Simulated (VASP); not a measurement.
# NbH2 (I4mm) in VASP: further runs, part 2 of 2

VASP 6.6.1. The steps go on from the part before.

## (3) Single point, PBEsol

INCAR

```
ALGO = Normal
EDIFF = 1E-6
ENCUT = 520
GGA = PS
ISIF = 2
ISMEAR = 0
LASPH = T
LCHARG = T
LELF = T
LREAL = F
LVHAR = T
LWAVE = F
NBANDS = 14
NELM = 100
PREC = Accurate
SIGMA = 0.15
```

KPOINTS

```
k-points
0
Gamma
  18 18 18
```

POSCAR

```
NbH2
1.0
    0.0000000000      2.2815000000      2.2815000000
    2.2815000000      0.0000000000      2.2815000000
    2.2815000000      2.2815000000      0.0000000000
Nb H
1 2
Direct
    0.0000000000      0.0000000000      0.0000000000
    0.2390422967      0.2390422967      0.2609577033
    0.7390422967      0.7390422967      0.7609577033
```

Potentials or basis: VASP PAW PBE potentials, release 64 (Nb_sv, H).

On the command line:

```bash
$ cat potpaw_PBE.64/Nb_sv/POTCAR potpaw_PBE.64/H/POTCAR > POTCAR
$ mpirun -np 1 vasp_std > vasp.out
```

OUTCAR:

```text
EDIFF = 1E-6
   ENCUT = 520
   GGA = PS
   ISIF = 2
   ISMEAR = 0
   LASPH = T
   LREAL = F
   NELM = 100
   PREC = Accurate

 ion  position               nearest neighbor table
   1  0.000  0.000  0.000-   3 1.95   3 1.95   2 1.95   2 1.95
   2  0.239  0.239  0.261-   1 1.95   1 1.95
   3  0.739  0.739  0.761-   1 1.95   1 1.95

  LATTYP: Found a face centered cubic cell.
 ALAT       =     4.5630000000

  Lattice vectors:

 A1 = (   0.0000000000,   2.2815000000,   2.2815000000)
[... 588 lines left out ...]
     10      12.1131      0.00000
     11      15.1506      0.00000
     12      17.2049      0.00000
     13      20.9298      0.00000
     14      22.9659      0.00000

 [... further k-points ...]
[... 5 lines left out ...]
  --------------------------------------------------------------------------------------
  -------------------------------------------------------------------------------------
  Total       -0.8151029     -0.8151029     -0.8506316      0.0000000      0.0000000     -0.0000000
  in kB      -54.9834008    -54.9834008    -57.3800202      0.0000000      0.0000000     -0.0000000
  external PRESSURE =     -55.7822739 kB  Pullay stress =       0.0000000 kB

 VOLUME and BASIS-vectors are now :
 -----------------------------------------------------------------------------
  energy-cutoff  :      520.00
  volume of cell :       23.75
      direct lattice vectors                 reciprocal lattice vectors
     0.000000000  2.281500000  2.281500000    -0.219154065  0.219154065  0.219154065
     2.281500000  0.000000000  2.281500000     0.219154065 -0.219154065  0.219154065
     2.281500000  2.281500000  0.000000000     0.219154065  0.219154065 -0.219154065

 POSITION                                       TOTAL-FORCE (eV/Angst)
 -----------------------------------------------------------------------------------
      0.00000      0.00000      0.00000         0.000000      0.000000     -0.410368
      1.14075      1.14075      1.09075         0.000000      0.000000      0.205184
      3.42225      3.42225      3.37225         0.000000      0.000000      0.205184
 -----------------------------------------------------------------------------------
    total drift:                               -0.000000     -0.000000     -0.000026

  FREE ENERGIE OF THE ION-ELECTRON SYSTEM (eV)
  ---------------------------------------------------
  free  energy   TOTEN  =       -18.4840260260 eV

  energy  without entropy=      -18.4728152079  energy(sigma->0) =      -18.47842062
```

OSZICAR:

```text
N       E                     dE             d eps       ncg     rms          rms(c)
DAV:   1     0.119966274825E+03    0.11997E+03   -0.78744E+03 13472   0.105E+03
DAV:   2    -0.149030896271E+02   -0.13487E+03   -0.12757E+03 15774   0.372E+02
DAV:   3    -0.196451855835E+02   -0.47421E+01   -0.45354E+01 19812   0.614E+01
DAV:   4    -0.198886655583E+02   -0.24348E+00   -0.24286E+00 17814   0.128E+01
DAV:   5    -0.198942878995E+02   -0.56223E-02   -0.56213E-02 19474   0.178E+00    0.934E+00
DAV:   6    -0.186297548829E+02    0.12645E+01   -0.14212E+00 21024   0.139E+01    0.286E+00
DAV:   7    -0.184861497997E+02    0.14361E+00   -0.34669E-01 22380   0.566E+00    0.783E-01
DAV:   8    -0.184839194379E+02    0.22304E-02   -0.28019E-02 18364   0.204E+00    0.296E-01
DAV:   9    -0.184841268288E+02   -0.20739E-03   -0.30470E-03 22060   0.538E-01    0.762E-02
DAV:  10    -0.184840266745E+02    0.10015E-03   -0.21566E-04 14430   0.127E-01    0.115E-02
DAV:  11    -0.184840275625E+02   -0.88793E-06   -0.15105E-05 19538   0.326E-02    0.579E-03
DAV:  12    -0.184840263905E+02    0.11719E-05   -0.70049E-07  9080   0.109E-02    0.320E-03
DAV:  13    -0.184840260260E+02    0.36453E-06   -0.24200E-07  7266   0.567E-03
   1 F= -.18484026E+02 E0= -.18478421E+02  d E =-.112108E-01
```

stdout:

```text
POSCAR found type information on POSCAR NbH
 POSCAR found :  2 types and       3 ions
 scaLAPACK will be used
 -----------------------------------------------------------------------------
|                                                                             |
|                                                                             |
|     You enforced a specific xc type in the INCAR file but a different       |
|     I HOPE YOU KNOW WHAT YOU ARE DOING!                                     |
|                                                                             |
 -----------------------------------------------------------------------------

 LDA part: xc-table for (Slater+PW92), standard interpolation
 POSCAR, INCAR and KPOINTS ok, starting setup
 FFT: planning ... GRIDC
 FFT: planning ... GRID_SOFT
 FFT: planning ... GRID
 WAVECAR not read
 entering main loop
```

It took 72 s on 1 thread of AMD EPYC 9R45 (Zen 5), shared host; peak memory 0.24 GiB.

Results:

```yaml
Free_energy: -18.4840 eV
Pressure: -5.6 GPa
Largest_force: 0.410 eV/Å
Band_gap_on_the_k_mesh: zero (an odd number of electrons rules out a gap without spin polarisation)
```

Forces in eV/Å, atoms in the order of the input:
```
Nb   0.000  0.000 -0.410
H    0.000  0.000  0.205
H    0.000  0.000  0.205
```

Caveat: the cell differs from its parent crystal (all H atoms moved +0.050 Å, as atom 2 towards its neighbour atom 3 (H) at 2.281 Å); the cell stands under tension; the PAW data sets were made with another functional, which shifts forces and pressure a little; an odd number of electrons without spin polarisation forces a metal; a magnetic or distorted state may lie lower.

## (4) Single point, PBEsol

INCAR

```
ALGO = Normal ; EDIFF = 1E-7
ENCUT = 520 ; GGA = PS
ISIF = 2 ; ISMEAR = 0
LASPH = True ; LCHARG = False
LREAL = False ; LWAVE = False
NBANDS = 14 ; NELM = 80
PREC = Accurate ; SIGMA = 0.15
```

KPOINTS is that of step 3.

POSCAR

```
NbH2
1.0
    0.0000000000      2.2815000000      2.2815000000
    2.2815000000      0.0000000000      2.2815000000
    2.2815000000      2.2815000000      0.0000000000
Nb H
1 2
Direct
    0.0000000000      0.0000000000      0.0000000000
    0.2335634451      0.2335634451      0.2664365549
    0.7335634451      0.7335634451      0.7664365549
```

Potentials or basis: VASP PAW PBE potentials, release 64 (Nb_sv, H).

On the command line:

```bash
$ cat potpaw_PBE.64/Nb_sv/POTCAR potpaw_PBE.64/H/POTCAR > POTCAR
$ mpirun -np 1 vasp_std > vasp.out
```

OUTCAR:

```text
EDIFF = 1E-7
   ENCUT = 520
   GGA = PS
   ISIF = 2
   ISMEAR = 0
   LASPH = True
   LREAL = False
   NELM = 80
   PREC = Accurate

 ion  position               nearest neighbor table
   1  0.000  0.000  0.000-   3 1.93   3 1.93   2 1.93   2 1.93
   2  0.234  0.234  0.266-   1 1.93   1 1.93
   3  0.734  0.734  0.766-   1 1.93   1 1.93

  LATTYP: Found a face centered cubic cell.
 ALAT       =     4.5630000000

  Lattice vectors:

[... 587 lines left out ...]
      8       8.8333      2.00000
      9      11.6495      0.00000
     10      12.1082      0.00000
     11      15.1625      0.00000
     12      17.2102      0.00000
     13      20.8994      0.00000
     14      22.9861      0.00000

 [... further k-points ...]
[... 5 lines left out ...]
  --------------------------------------------------------------------------------------
  -------------------------------------------------------------------------------------
  Total       -0.7702613     -0.7702613     -0.8498806      0.0000000      0.0000000      0.0000000
  in kB      -51.9585760    -51.9585760    -57.3293613      0.0000000      0.0000000      0.0000000
  external PRESSURE =     -53.7488378 kB  Pullay stress =       0.0000000 kB

 VOLUME and BASIS-vectors are now :
 -----------------------------------------------------------------------------
  energy-cutoff  :      520.00
  volume of cell :       23.75
      direct lattice vectors                 reciprocal lattice vectors
     0.000000000  2.281500000  2.281500000    -0.219154065  0.219154065  0.219154065
     2.281500000  0.000000000  2.281500000     0.219154065 -0.219154065  0.219154065
     2.281500000  2.281500000  0.000000000     0.219154065  0.219154065 -0.219154065

 POSITION                                       TOTAL-FORCE (eV/Angst)
 -----------------------------------------------------------------------------------
      0.00000      0.00000      0.00000         0.000000      0.000000     -0.617773
      1.14075      1.14075      1.06575         0.000000      0.000000      0.308887
      3.42225      3.42225      3.34725         0.000000      0.000000      0.308887
 -----------------------------------------------------------------------------------
    total drift:                               -0.000000     -0.000000     -0.000033

  FREE ENERGIE OF THE ION-ELECTRON SYSTEM (eV)
  ---------------------------------------------------
  free  energy   TOTEN  =       -18.4711849738 eV

  energy  without entropy=      -18.4600589764  energy(sigma->0) =      -18.46562198
```

OSZICAR:

```text
N       E                     dE             d eps       ncg     rms          rms(c)
DAV:   1     0.119997140551E+03    0.12000E+03   -0.78746E+03 13472   0.105E+03
DAV:   2    -0.148860317088E+02   -0.13488E+03   -0.12758E+03 15774   0.372E+02
DAV:   3    -0.196325260876E+02   -0.47465E+01   -0.45384E+01 19840   0.614E+01
DAV:   4    -0.198756353319E+02   -0.24311E+00   -0.24249E+00 17776   0.128E+01
DAV:   5    -0.198813327994E+02   -0.56975E-02   -0.56964E-02 19454   0.179E+00    0.936E+00
DAV:   6    -0.186169804239E+02    0.12644E+01   -0.14209E+00 21000   0.139E+01    0.286E+00
DAV:   7    -0.184733256223E+02    0.14365E+00   -0.34711E-01 22446   0.567E+00    0.785E-01
DAV:   8    -0.184710791636E+02    0.22465E-02   -0.27964E-02 18318   0.205E+00    0.296E-01
DAV:   9    -0.184712835167E+02   -0.20435E-03   -0.30523E-03 22084   0.541E-01    0.759E-02
DAV:  10    -0.184711854407E+02    0.98076E-04   -0.21135E-04 14368   0.126E-01    0.115E-02
DAV:  11    -0.184711864417E+02   -0.10010E-05   -0.14967E-05 19610   0.317E-02    0.560E-03
DAV:  12    -0.184711852875E+02    0.11542E-05   -0.83462E-07 19048   0.112E-02    0.267E-03
DAV:  13    -0.184711849640E+02    0.32353E-06   -0.15222E-07 11646   0.587E-03    0.630E-04
DAV:  14    -0.184711849738E+02   -0.97434E-08   -0.23462E-08  7236   0.172E-03
   1 F= -.18471185E+02 E0= -.18465622E+02  d E =-.111260E-01
```

It took 76 s on 1 thread of AMD EPYC 9R45 (Zen 5), shared host; peak memory 0.24 GiB.

Results:

```
Free energy            : -18.4712 eV
Pressure               : -5.4 GPa
Largest force          : 0.618 eV/Å
Band gap on the k mesh : zero (an odd number of electrons rules out a gap without spin polarisation)
```

Forces in eV/Å, atoms in the order of the input:
```
Nb   0.000  0.000 -0.618
H    0.000  0.000  0.309
H    0.000  0.000  0.309
```

Stress tensor (GPa, compression positive):
```
-5.20  0.00  0.00
 0.00 -5.20  0.00
 0.00  0.00 -5.73
```

Levels at points of the mesh, in eV from the Fermi level:
```csv
k point,band 4,band 5,band 6,band 7,band 8,band 9,band 10,band 11
"(0.00, 0.00, 0.00)",-31.10,-10.67,-1.86,-1.35,-1.35,-0.53,1.27,1.27
"(0.50, 0.00, 0.00)",-31.19,-8.35,-4.92,-1.21,-1.20,2.64,2.64,5.10
"(0.50, 0.50, 0.00)",-31.33,-7.50,-5.14,-4.17,2.82,2.88,2.88,7.08
"(0.00, 0.50, 0.50)",-31.33,-7.46,-4.97,-4.35,2.82,2.87,2.88,6.91
```

Caveat: the cell differs from its parent crystal (all H atoms moved +0.075 Å, as atom 2 towards its neighbour atom 3 (H) at 2.281 Å); the cell stands under tension; the PAW data sets were made with another functional, which shifts forces and pressure a little; an odd number of electrons without spin polarisation forces a metal; a magnetic or distorted state may lie lower.

## (5) Single point, PBEsol

INCAR

```
SYSTEM = NbH2
ALGO = Normal ; EDIFF = 1E-6
ENCUT = 520 ; GGA = PS
ISIF = 2 ; ISMEAR = 0
LASPH = .True. ; LCHARG = .False.
LREAL = .False. ; LWAVE = .False.
NBANDS = 14 ; NELM = 60
PREC = Accurate ; SIGMA = 0.15
```

KPOINTS

```
k-points
0
Gamma
  18 18 18
  0 0 0
```

POSCAR

```
NbH2
1.0
    0.0000000000      2.2815000000      2.2815000000
    2.2815000000      0.0000000000      2.2815000000
    2.2815000000      2.2815000000      0.0000000000
Nb H
1 2
Direct
    0.0000000000      0.0000000000      0.0000000000
    0.2445211484      0.2445211484      0.2554788516
    0.7445211484      0.7445211484      0.7554788516
```

Potentials or basis: VASP PAW PBE potentials, release 64 (Nb_sv, H).

On the command line:

```bash
$ cat potpaw_PBE.64/Nb_sv/POTCAR potpaw_PBE.64/H/POTCAR > POTCAR
$ mpirun -np 1 vasp_std > vasp.out
```

OUTCAR:

```text
SYSTEM = NbH2
   EDIFF = 1E-6
   ENCUT = 520
   GGA = PS
   ISIF = 2
   ISMEAR = 0
   LASPH = .True.
   LREAL = .False.
   NELM = 60
   PREC = Accurate

 ion  position               nearest neighbor table
   1  0.000  0.000  0.000-   3 1.96   3 1.96   2 1.96   2 1.96
   2  0.245  0.245  0.255-   1 1.96   1 1.96
   3  0.745  0.745  0.755-   1 1.96   1 1.96

  LATTYP: Found a face centered cubic cell.
 ALAT       =     4.5630000000

  Lattice vectors:

 A1 = (   0.0000000000,   2.2815000000,   2.2815000000)
 A2 = (   2.2815000000,   0.0000000000,   2.2815000000)
 A3 = (   2.2815000000,   2.2815000000,   0.0000000000)

Analysis of symmetry for initial positions (statically):
=====================================================================
 Subroutine PRICEL returns:
 Original cell was already a primitive cell.

 Routine SETGRP: Setting up the symmetry group for a
 face centered cubic supercell.

 Subroutine GETGRP returns: Found  8 space group operations
 (whereof  8 operations were pure point group operations)
 out of a pool of 48 trial point group operations.

The static configuration has the point symmetry C_4v.

Analysis of symmetry for dynamics (positions and initial velocities):
[... 173 lines left out ...]
      4     -21.2663      2.00000
      5      -0.8362      2.00000
      6       8.3673      2.00000
      7       8.4807      2.00000
      8       8.4807      2.00000
      9       8.8952      2.00000
     10      11.1078      0.00000
     11      11.1083      0.00000
     12      22.1256      0.00000
     13      23.1565      0.00000
     14      23.1572      0.00000
[... 377 lines left out ...]
      1     -45.3973      2.00000
      2     -21.8475      2.00000
      3     -21.3506      2.00000
      4     -21.3467      2.00000
      5       1.4169      2.00000
      6       4.5124      2.00000
      7       8.6607      2.00000
      8       8.8373      2.00000
      9      11.6560      0.00000
     10      12.1159      0.00000
     11      15.1435      0.00000
     12      17.2016      0.00000
     13      20.9487      0.00000
     14      22.9534      0.00000

 [... further k-points ...]
[... 5 lines left out ...]
  --------------------------------------------------------------------------------------
  -------------------------------------------------------------------------------------
  Total       -0.8430840     -0.8430840     -0.8519479      0.0000000      0.0000000      0.0000000
  in kB      -56.8708879    -56.8708879    -57.4688080      0.0000000      0.0000000      0.0000000
  external PRESSURE =     -57.0701946 kB  Pullay stress =       0.0000000 kB

 VOLUME and BASIS-vectors are now :
 -----------------------------------------------------------------------------
  energy-cutoff  :      520.00
  volume of cell :       23.75
      direct lattice vectors                 reciprocal lattice vectors
     0.000000000  2.281500000  2.281500000    -0.219154065  0.219154065  0.219154065
     2.281500000  0.000000000  2.281500000     0.219154065 -0.219154065  0.219154065
     2.281500000  2.281500000  0.000000000     0.219154065  0.219154065 -0.219154065

 POSITION                                       TOTAL-FORCE (eV/Angst)
 -----------------------------------------------------------------------------------
      0.00000      0.00000      0.00000         0.000000      0.000000     -0.205351
      1.14075      1.14075      1.11575        -0.000000     -0.000000      0.102675
      3.42225      3.42225      3.39725         0.000000      0.000000      0.102675
 -----------------------------------------------------------------------------------
    total drift:                               -0.000000     -0.000000      0.000018

  FREE ENERGIE OF THE ION-ELECTRON SYSTEM (eV)
  ---------------------------------------------------
  free  energy   TOTEN  =       -18.4917218987 eV

  energy  without entropy=      -18.4804567577  energy(sigma->0) =      -18.48608933
```

OSZICAR:

```text
N       E                     dE             d eps       ncg     rms          rms(c)
DAV:   1     0.119948172878E+03    0.11995E+03   -0.78743E+03 13472   0.105E+03
DAV:   2    -0.149166933602E+02   -0.13486E+03   -0.12757E+03 15792   0.372E+02
DAV:   3    -0.196524236568E+02   -0.47357E+01   -0.45308E+01 19800   0.614E+01
DAV:   4    -0.198965824088E+02   -0.24416E+00   -0.24356E+00 17786   0.128E+01
DAV:   5    -0.199020526524E+02   -0.54702E-02   -0.54693E-02 19476   0.177E+00    0.933E+00
DAV:   6    -0.186374242287E+02    0.12646E+01   -0.14215E+00 21030   0.139E+01    0.285E+00
DAV:   7    -0.184938473652E+02    0.14358E+00   -0.34613E-01 22362   0.566E+00    0.782E-01
DAV:   8    -0.184916122295E+02    0.22351E-02   -0.28077E-02 18500   0.204E+00    0.295E-01
DAV:   9    -0.184918224574E+02   -0.21023E-03   -0.29070E-03 21904   0.529E-01    0.756E-02
DAV:  10    -0.184917222044E+02    0.10025E-03   -0.21614E-04 14440   0.124E-01    0.119E-02
DAV:  11    -0.184917234972E+02   -0.12928E-05   -0.14989E-05 19234   0.328E-02    0.604E-03
DAV:  12    -0.184917222608E+02    0.12365E-05   -0.87870E-07  9598   0.120E-02    0.317E-03
DAV:  13    -0.184917218987E+02    0.36206E-06   -0.24806E-07  7206   0.578E-03
   1 F= -.18491722E+02 E0= -.18486089E+02  d E =-.112651E-01
```

stdout:

```text
POSCAR found type information on POSCAR NbH
 POSCAR found :  2 types and       3 ions
 scaLAPACK will be used
 -----------------------------------------------------------------------------
|                                                                             |
|                                                                             |
|     You enforced a specific xc type in the INCAR file but a different       |
|     I HOPE YOU KNOW WHAT YOU ARE DOING!                                     |
|                                                                             |
 -----------------------------------------------------------------------------

 LDA part: xc-table for (Slater+PW92), standard interpolation
 POSCAR, INCAR and KPOINTS ok, starting setup
 FFT: planning ... GRIDC
 FFT: planning ... GRID_SOFT
 FFT: planning ... GRID
 WAVECAR not read
 entering main loop
```

Wall time 70 s (1 thread of AMD EPYC 9R45 (Zen 5), shared host); peak memory 0.24 GiB.

What came out:

- Free energy: -18.4917 eV
- Pressure: -5.7 GPa
- Largest force: 0.205 eV/Å
- Band gap on the k mesh: zero (an odd number of electrons rules out a gap without spin polarisation)

Forces on the atoms (eV/Å):
```
Nb   0.000  0.000 -0.205
H    0.000  0.000  0.103
H    0.000  0.000  0.103
```

Caveat: the cell differs from its parent crystal (all H atoms moved +0.025 Å, as atom 2 towards its neighbour atom 3 (H) at 2.281 Å); the cell stands under tension; the PAW data sets were made with another functional, which shifts forces and pressure a little; an odd number of electrons without spin polarisation forces a metal; a magnetic or distorted state may lie lower.

## (6) The runs side by side

| cell | gap on the mesh (eV) | pressure (GPa) | largest force (eV/Å) |
| --- | --- | --- | --- |
| as given, atomic positions A | none | -5.1 | 0.83 |
| as given, atomic positions B | none | -5.6 | 0.41 |
| as given, atomic positions C | none | -5.4 | 0.62 |
| as given, atomic positions D | none | -5.7 | 0.21 |

Alike in all rows: task single point; level PBEsol; potentials or basis VASP PAW PBE potentials, release 64 (Nb_sv, H); no spin polarisation; k mesh 18 × 18 × 18; cutoff (eV) 520; smearing gaussian 0.15 eV.

Caveats: the cell stands under tension; the PAW data sets were made with another functional, which shifts forces and pressure a little; an odd number of electrons without spin polarisation forces a metal; a magnetic or distorted state may lie lower.

Total energies depend on the potentials used, so only differences within one code and one set of settings carry meaning.
